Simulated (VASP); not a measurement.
A run of VASP 6.6.1 is set up as follows.

File POSCAR:

```
Eu
1.0
    0.0000000000      2.7441779308      2.7441779308
    2.7441779308      0.0000000000      2.7441779308
    2.7441779308      2.7441779308      0.0000000000
Eu
1
Direct
    0.0000000000      0.0000000000      0.0000000000
```

The input INCAR.step1:

```
SYSTEM = Eu
ALGO     = Fast           ! electronic algorithm
EDIFF    = 1E-6           ! SCF threshold, eV
ENCUT    = 520            ! plane-wave cutoff, eV
GGA      = PE             ! functional
ISIF     = 2              ! what is computed and relaxed
ISMEAR   = 0              ! smearing method
ISPIN    = 2              ! spin polarisation
LASPH    = .TRUE.         ! aspherical terms in the spheres
LCHARG   = .TRUE.         ! write CHGCAR
LMAXMIX  = 6              ! l up to which the mixer works
LREAL    = .FALSE.        ! projectors in reciprocal space
LWAVE    = .FALSE.        ! write WAVECAR
MAGMOM   = 7.93           ! initial moments
NBANDS   = 18             ! bands
NELM     = 150            ! most SCF steps
PREC     = Accurate       ! precision mode
SIGMA    = 0.05           ! smearing width, eV
```

Contents of KPOINTS.step1:

```
k-points
0
G
  12 12 12
  0 0 0
```

File INCAR.step2:

```
SYSTEM = Eu
ALGO     = Fast           ! electronic algorithm
EDIFF    = 1E-6           ! SCF threshold, eV
ENCUT    = 520            ! plane-wave cutoff, eV
GGA      = PE             ! functional
ICHARG   = 11             ! starting density
ISIF     = 2              ! what is computed and relaxed
ISMEAR   = -5             ! smearing method
ISPIN    = 2              ! spin polarisation
LASPH    = .TRUE.         ! aspherical terms in the spheres
LCHARG   = .FALSE.        ! write CHGCAR
LMAXMIX  = 6              ! l up to which the mixer works
LORBIT   = 11             ! projections on sites
LREAL    = .FALSE.        ! projectors in reciprocal space
LWAVE    = .FALSE.        ! write WAVECAR
MAGMOM   = 7.93           ! initial moments
NEDOS    = 2001           ! points of the DOS
NELM     = 150            ! most SCF steps
PREC     = Accurate       ! precision mode
SIGMA    = 0.05           ! smearing width, eV
```

File KPOINTS.step2:

```
k-points
0
G
  18 18 18
  0 0 0
```

Potentials or basis: VASP PAW PBE potentials, release 64 (Eu).

Launch:

```sh
$ cat potpaw_PBE.64/Eu/POTCAR > POTCAR
$ cp INCAR.step1 INCAR
$ cp KPOINTS.step1 KPOINTS
$ mpirun -np 1 vasp_std > vasp.out
$ cp INCAR.step2 INCAR
$ cp KPOINTS.step2 KPOINTS
$ mpirun -np 1 vasp_std > vasp.out
```

(1) Predict the site moments.

(2) Predict the net moment.

Results:

(1) Eu +6.72 μB.

(2) 7.56 μB per cell.
